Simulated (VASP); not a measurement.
# TiAl (P1) in VASP: further runs

Runs on TiAl. Level: revPBE+D3(BJ). Tasks: single point.

All numbers are computed with VASP 6.6.1; they aren't measurements. Logs are shortened: lines on timing, memory, paths and dates and some standing lists are left out, and cuts for length are marked.

## 1. The cell of the first run

The typed cell holds 2 atoms: a = 3.179 Å, b = 3.179 Å, c = 3.179 Å, α = 90.00°, β = 90.00°, γ = 90.00°.

## 2. Single point, revPBE+D3(BJ), collinear spin, ferromagnetic start (atoms moved at random)

The input, INCAR:

```
SYSTEM = TiAl
ALGO = Normal
EDIFF = 1E-7
ENCUT = 520
GGA = RE
ISIF = 2
ISMEAR = -1
ISPIN = 2
IVDW = 12
LASPH = .TRUE.
LCHARG = .FALSE.
LMAXMIX = 4
LORBIT = 11
LREAL = .FALSE.
LWAVE = .FALSE.
MAGMOM = 1 0
NBANDS = 18
NELM = 150
PREC = Accurate
SIGMA = 0.15
```

The input, KPOINTS:

```
k-points
0
G
  8 8 8
  0 0 0
```

The input, POSCAR:

```
TiAl
1.0
    3.1790640000      0.0000000000      0.0000000000
    0.0000000000      3.1790640000      0.0000000000
    0.0000000000      0.0000000000      3.1790640000
Ti Al
1 1
Direct
    0.0289680000      0.0170830000     -0.0016630000
    0.4815810000      0.4860770000      0.4833460000
```

Potentials or basis: VASP PAW PBE potentials, release 64 (Ti_sv, Al).

Run with:

```console
> cat potpaw_PBE.64/Ti_sv/POTCAR potpaw_PBE.64/Al/POTCAR > POTCAR
> mpirun -np 1 vasp_std > vasp.out
```

OUTCAR:

```text
SYSTEM = TiAl
   EDIFF = 1E-7
   ENCUT = 520
   GGA = RE
   ISIF = 2
   ISMEAR = -1
   ISPIN = 2
   IVDW = 12
   LASPH = .TRUE.
   LORBIT = 11
   LREAL = .FALSE.
   NELM = 150
   PREC = Accurate
 IVDW          = 12

 ion  position               nearest neighbor table
   1  0.029  0.017  0.998-   2 2.58   2 2.64   2 2.70   2 2.76   2 2.76   2 2.82   2 2.87   2 2.93

   2  0.482  0.486  0.483-   1 2.58   1 2.64   1 2.70   1 2.76   1 2.76   1 2.82   1 2.87   1 2.93

  LATTYP: Found a simple cubic cell.
 ALAT       =     3.1790640000

  Lattice vectors:

 A1 = (   3.1790640000,   0.0000000000,   0.0000000000)
 A2 = (   0.0000000000,   3.1790640000,   0.0000000000)
 A3 = (   0.0000000000,   0.0000000000,   3.1790640000)

Analysis of symmetry for initial positions (statically):
=====================================================================
 Subroutine PRICEL returns:
 Original cell was already a primitive cell.

 Routine SETGRP: Setting up the symmetry group for a
 simple cubic supercell.

 Subroutine GETGRP returns: Found  1 space group operations
 (whereof  1 operations were pure point group operations)
 out of a pool of 48 trial point group operations.

The static configuration has the point symmetry C_1 .

Analysis of symmetry for dynamics (positions and initial velocities):
=====================================================================
 Subroutine PRICEL returns:
 Original cell was already a primitive cell.

 Routine SETGRP: Setting up the symmetry group for a
 simple cubic supercell.

 Subroutine GETGRP returns: Found  1 space group operations
 (whereof  1 operations were pure point group operations)
 out of a pool of 48 trial point group operations.

The dynamic configuration has the point symmetry C_1 .

Analysis of structural, dynamic, and magnetic symmetry:
=====================================================================
 Subroutine PRICEL returns:
 Original cell was already a primitive cell.

 Routine SETGRP: Setting up the symmetry group for a
 simple cubic supercell.

 Subroutine GETGRP returns: Found  1 space group operations
 (whereof  1 operations were pure point group operations)
 out of a pool of 48 trial point group operations.

The overall configuration has the point symmetry C_1 .

 Subroutine INISYM returns: Found  1 space group operations
 (whereof  1 operations are pure point group operations),
 and found     1 'primitive' translations

----------------------------------------------------------------------------------------

[... 114 lines left out ...]
  Fermi-wavevector in a.u.,A,eV,Ry     =   1.270007  2.399964 21.945065  1.612917
  Thomas-Fermi vector in A             =   2.403017
   LORBIT       =     11    0 simple, 1 ext, 2 COOP (PROOUT), +10 PAW based schemes
   GGA     = RE    functional components
   LHFCALC =     F    Hartree Fock is set to
   AEXX    =    0.0000 exact exchange contribution
   IVDW    =    12    specifies the selected vdW correction
   LEPSILON=     F    determine dielectric tensor
   LRPA    =     F    only Hartree local field effects (RPA)
 spin polarized calculation
  energy-cutoff  :      520.00
  volume of cell :       32.13
 maximum number of plane-waves:       912
   NGX = 11   NGY = 11   NGZ = 11

 number of electron      14.9999998 magnetization       0.0008202

 Free energy of the ion-electron system (eV)
  ---------------------------------------------------
  ext. energy  EPLUGINS =         0.00000000
  ---------------------------------------------------
  free energy    TOTEN  =       -11.55269302 eV

  energy without entropy =      -11.38848023  energy(sigma->0) =      -11.47058663

 E-fermi :   8.8275     XC(G=0): -11.0144

 val. band max:        8.8248999401   @ k =   0.3750   0.3750   0.2500
 cond. band min:       8.8277343936   @ k =   0.1250   0.1250   0.3750
 fundamental gap:      0.0028344535
 Fermi energy:         8.8275291067

 spin component 1

 k-point     1 :       0.0000    0.0000    0.0000
  band No.  band energies     occupation
      1     -48.1314      1.00000
      2     -24.2910      1.00000
      3     -24.2853      1.00000
      4     -24.2817      1.00000
      5      -0.4184      1.00000
      6       7.3771      0.99994
[... 493 lines left out ...]
     17      22.4013      0.00000
     18      24.1671      0.00000

 [... further k-points ...]

 spin component 2

 k-point     1 :       0.0000    0.0000    0.0000
  band No.  band energies     occupation
      1     -48.1308      1.00000
      2     -24.2904      1.00000
      3     -24.2847      1.00000
      4     -24.2811      1.00000
      5      -0.4182      1.00000
      6       7.3777      0.99994
[... 493 lines left out ...]
     17      22.4015      0.00000
     18      24.1674      0.00000

 [... further k-points ...]

------------------------ aborting loop because EDIFF is reached ----------------------------------------

 Edisp (eV)   -1.82517

 E8    (eV) :    -1.3112

  FORCE on cell =-STRESS in cart. coord.  units (eV):
  Direction    XX          YY          ZZ          XY          YZ          ZX
  --------------------------------------------------------------------------------------
  -------------------------------------------------------------------------------------
  Total      -1.10877    -0.97979    -0.90272     0.24144     0.08044     0.11898
  in kB     -55.29121   -48.85902   -45.01570    12.03993     4.01147     5.93337
  external pressure =      -49.72 kB  Pullay stress =        0.00 kB

 VOLUME and BASIS-vectors are now :
 -----------------------------------------------------------------------------
  energy-cutoff  :      520.00
  volume of cell :       32.13
      direct lattice vectors                 reciprocal lattice vectors
     3.179064000  0.000000000  0.000000000     0.314557996  0.000000000  0.000000000
     0.000000000  3.179064000  0.000000000     0.000000000  0.314557996  0.000000000
     0.000000000  0.000000000  3.179064000     0.000000000  0.000000000  0.314557996

 POSITION                                       TOTAL-FORCE (eV/Angst)
 -----------------------------------------------------------------------------------
      0.09209      0.05431      3.17378        -0.989384     -0.667444     -0.328441
      1.53098      1.54527      1.53659         0.989384      0.667444      0.328441
 -----------------------------------------------------------------------------------
    total drift:                               -0.000245     -0.000448     -0.000237

  FREE ENERGIE OF THE ION-ELECTRON SYSTEM (eV)
  ---------------------------------------------------
  free  energy   TOTEN  =       -13.3778679190 eV

  energy  without entropy=      -13.2136551288  energy(sigma->0) =      -13.29576152

 total charge

# of ion       s       p       d       tot
------------------------------------------
    1        2.192   6.122   1.968  10.282
    2        0.428   0.404   0.000   0.832
--------------------------------------------------
tot          2.620   6.526   1.968  11.114

 magnetization (x)

# of ion       s       p       d       tot
------------------------------------------
    1        0.000   0.000   0.000   0.000
    2       -0.000  -0.000   0.000  -0.000
--------------------------------------------------
tot          0.000   0.000   0.000   0.000
```

Run time: 100 s. Hardware: 1 thread of Intel Xeon Platinum 8488C (Sapphire Rapids), shared host; peak memory 0.34 GiB.

What came out:

```
Free energy                                           : -13.3779 eV
Pressure                                              : -5.0 GPa
Largest force                                         : 1.238 eV/Å
Net moment                                            : 0.00 μB per cell
Valence electrons inside the program's atomic spheres : Ti 10.28; Al 0.83
Dispersion energy per atom                            : -0.913 eV
```

Forces in eV/Å, atoms in the order of the input:
```
Ti  -0.989 -0.667 -0.328
Al   0.989  0.667  0.328
```

Levels at points of the mesh, in eV from the Fermi level:
Spin up:
```csv
k point,band 4,band 5,band 6,band 7,band 8,band 9,band 10,band 11
"(0.00, 0.00, 0.00)",-33.11,-9.25,-1.45,-1.45,1.78,1.84,1.86,4.49
"(0.50, 0.00, 0.00)",-33.10,-6.03,-5.16,-0.57,0.19,0.21,2.02,3.02
"(0.00, 0.50, 0.00)",-33.10,-6.02,-5.16,-0.56,0.16,0.21,2.03,3.01
"(0.00, 0.00, 0.50)",-33.09,-6.01,-5.16,-0.56,0.16,0.21,2.04,3.01
"(0.50, 0.50, 0.00)",-33.08,-4.95,-2.18,-2.10,-1.37,0.70,0.76,2.75
"(0.00, 0.50, 0.50)",-33.08,-4.98,-2.14,-2.11,-1.40,0.76,0.79,2.76
"(0.50, 0.00, 0.50)",-33.08,-4.96,-2.16,-2.10,-1.38,0.72,0.77,2.75
"(0.50, 0.50, 0.50)",-33.23,-3.09,-3.06,-3.05,0.72,2.82,2.82,2.88
```
Spin down:
| k point | band 5 | band 6 | band 7 | band 8 | band 9 | band 10 |
| --- | --- | --- | --- | --- | --- | --- |
| (0.00, 0.00, 0.00) | -9.25 | -1.45 | -1.45 | 1.78 | 1.84 | 1.86 |
| (0.50, 0.00, 0.00) | -6.03 | -5.16 | -0.57 | 0.19 | 0.21 | 2.02 |
| (0.00, 0.50, 0.00) | -6.02 | -5.16 | -0.56 | 0.16 | 0.21 | 2.03 |
| (0.00, 0.00, 0.50) | -6.01 | -5.16 | -0.56 | 0.16 | 0.21 | 2.04 |
| (0.50, 0.50, 0.00) | -4.95 | -2.18 | -2.10 | -1.37 | 0.70 | 0.76 |
| (0.00, 0.50, 0.50) | -4.98 | -2.14 | -2.11 | -1.39 | 0.76 | 0.79 |
| (0.50, 0.00, 0.50) | -4.96 | -2.16 | -2.10 | -1.38 | 0.72 | 0.77 |
| (0.50, 0.50, 0.50) | -3.09 | -3.06 | -3.05 | 0.72 | 2.82 | 2.82 |

Caveat: the cell differs from its parent crystal (atoms moved at random); three body term missing; the PAW data sets were made with another functional, which shifts forces and pressure a little; pairwise dispersion overbinds metals, which lowers pressure and volume.

## 3. Single point, revPBE+D3(BJ), collinear spin, ferromagnetic start (atoms moved at random)

INCAR is that of step 2.

The input, KPOINTS:

```
k-points
0
G
  6 6 6
  0 0 0
```

POSCAR is that of step 2.

Potentials or basis: VASP PAW PBE potentials, release 64 (Ti_sv, Al).

Run with:

```console
> cat potpaw_PBE.64/Ti_sv/POTCAR potpaw_PBE.64/Al/POTCAR > POTCAR
> mpirun -np 1 vasp_std > vasp.out
```

Wall time 2 min (1 thread of Intel Xeon 8259CL, shared host); peak memory 0.23 GiB.

The run converged. Its results:

```yaml
Free_energy: -13.3778 eV
Pressure: -5.1 GPa
Largest_force: 1.236 eV/Å
Net_moment: 0.00 μB per cell
Valence_electrons_inside_the_program's_atomic_spheres: Ti 10.28; Al 0.83
Dispersion_energy_per_atom: -0.913 eV
```

Forces in eV/Å, atoms in the order of the input:
```
Ti  -0.989 -0.666 -0.328
Al   0.989  0.666  0.328
```

Stress tensor (GPa, compression positive):
```
-5.68  1.19  0.58
 1.19 -5.06  0.40
 0.58  0.40 -4.69
```

Levels at points of the mesh, in eV from the Fermi level:
Spin up:
```
           k point  band 3  band 4  band 5  band 6  band 7  band 8  band 9  band 10  band 11  band 12
(0.00, 0.00, 0.00)  -33.11  -33.10   -9.25   -1.45   -1.45    1.78    1.84     1.86     4.49     4.49
(0.50, 0.00, 0.00)  -33.09  -33.09   -6.03   -5.16   -0.57    0.19    0.21     2.02     3.02     6.53
(0.00, 0.50, 0.00)  -33.09  -33.09   -6.02   -5.17   -0.56    0.16    0.21     2.03     3.01     6.48
(0.00, 0.00, 0.50)  -33.10  -33.09   -6.02   -5.17   -0.55    0.16    0.21     2.04     3.01     6.45
(0.50, 0.50, 0.00)  -33.25  -33.08   -4.96   -2.19   -2.11   -1.37    0.70     0.76     2.76     4.72
(0.00, 0.50, 0.50)  -33.25  -33.08   -4.99   -2.14   -2.12   -1.40    0.76     0.79     2.76     4.71
(0.50, 0.00, 0.50)  -33.25  -33.08   -4.97   -2.17   -2.11   -1.38    0.72     0.77     2.76     4.72
(0.50, 0.50, 0.50)  -33.23  -33.23   -3.10   -3.07   -3.05    0.71    2.82     2.82     2.87     2.89
```
Spin down:
```tsv
k point	band 3	band 4	band 5	band 6	band 7	band 8	band 9	band 10	band 11	band 12
(0.00, 0.00, 0.00)	-33.11	-33.10	-9.25	-1.45	-1.45	1.78	1.84	1.86	4.49	4.49
(0.50, 0.00, 0.00)	-33.09	-33.09	-6.03	-5.16	-0.57	0.19	0.21	2.02	3.02	6.53
(0.00, 0.50, 0.00)	-33.09	-33.09	-6.02	-5.17	-0.56	0.16	0.21	2.03	3.01	6.48
(0.00, 0.00, 0.50)	-33.10	-33.09	-6.02	-5.17	-0.55	0.16	0.21	2.04	3.01	6.45
(0.50, 0.50, 0.00)	-33.25	-33.08	-4.96	-2.19	-2.11	-1.37	0.70	0.76	2.76	4.72
(0.00, 0.50, 0.50)	-33.25	-33.08	-4.99	-2.14	-2.12	-1.40	0.76	0.79	2.76	4.71
(0.50, 0.00, 0.50)	-33.25	-33.08	-4.97	-2.17	-2.11	-1.38	0.72	0.77	2.76	4.72
(0.50, 0.50, 0.50)	-33.23	-33.23	-3.10	-3.07	-3.05	0.71	2.82	2.82	2.87	2.89
```

Caveat: the cell differs from its parent crystal (atoms moved at random); three body term missing; the PAW data sets were made with another functional, which shifts forces and pressure a little; pairwise dispersion overbinds metals, which lowers pressure and volume.
